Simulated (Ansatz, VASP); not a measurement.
Two plane-wave programs on ZnSe

```
CELL_PARAMETERS angstrom
0.00000 2.83244 2.83244
2.83244 0.00000 2.83244
2.83244 2.83244 0.00000
ATOMIC_POSITIONS crystal
Zn 0.00000 0.00000 0.00000
Se 0.25000 0.25000 0.25000
```

Alike in both runs: task relaxation of cell and atoms; functional PBE; dispersion D3(BJ); k mesh 8 × 8 × 8; occupations gaussian, width 0.02 eV; no spin polarisation.

|  | VASP | Ansatz |
| --- | --- | --- |
| version | VASP 6.6.1 | Ansatz 0.2.0 |
| potentials or method | VASP PAW PBE potentials, release 64 (Zn, Se), cutoff 500 eV | scalar-relativistic, plane waves, PAW |
| valence electrons in the cell | 18 | 28 |

Ansatz gave:

- gap on the k mesh at the Fermi level, each at its own relaxed structure (eV): 1.31
- relaxed volume (Å³/atom): 22.61
- relaxed cell length with the largest relative difference (Å): 3.999

Problem. What did VASP give for the same quantities?

Solution. gap on the k mesh at the Fermi level, each at its own relaxed structure (eV): 1.30; relaxed volume (Å³/atom): 22.69; relaxed cell length with the largest relative difference (Å): 4.003.

VASP's potentials hold 18 valence electrons a cell and Ansatz's 28, so a difference there can come from the potentials and not from the codes.
